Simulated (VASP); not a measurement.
Wanted: the native input for a VASP 6.6.1 run.

- Task: single point
- Functional: PBE
- Potentials or basis: VASP PAW PBE potentials, release 64 (Mo_sv)
- Cutoff: 520 eV
- k mesh: 26 × 26 × 26
- Occupations: gaussian, width 0.15 eV
- Spin: no spin polarisation
- Dipole correction: no
- Further INCAR settings: ALGO = Fast; EDIFF = 1e-07; NBANDS = 13

The structure of Mo lies in POSCAR:

```
Mo
1.0
   -1.5012084634      1.5012084634      1.5407139493
    1.5012084634     -1.5012084634      1.5407139493
    1.5012084634      1.5012084634     -1.5407139493
Mo
1
Direct
    0.0000000000      0.0000000000      0.0000000000
```

This cell differs from its parent crystal: strain -0.050 along x and y, -0.025 along z.

These files were run (other wordings do the same):

INCAR

```
SYSTEM = Mo
ALGO = Fast ; EDIFF = 1E-7
ENCUT = 520 ; GGA = PE
ISIF = 2 ; ISMEAR = 0
LASPH = .True. ; LCHARG = .False.
LREAL = .False. ; LWAVE = .False.
NBANDS = 13 ; NELM = 100
PREC = Accurate ; SIGMA = 0.15
```

KPOINTS

```
k-points
0
Gamma
  26 26 26
  0 0 0
```

Potentials or basis: VASP PAW PBE potentials, release 64 (Mo_sv).

Run with:

```sh
$ cat potpaw_PBE.64/Mo_sv/POTCAR > POTCAR
$ mpirun -np 1 vasp_std > vasp.out
```

It gave:

```yaml
Pressure: 44.4 GPa
Band_gap_on_the_k_mesh: zero (band 7 reaches 19.22 eV, above the bottom of band 8 at 13.15 eV)
```

Caveat: the cell differs from its parent crystal (strain -0.050 along x and y, -0.025 along z).

Wall time 2.3 min on 1 thread of Intel(R) Xeon(R) Platinum 8559C (Emerald Rapids), with other jobs on the host, peak memory 0.32 GiB.
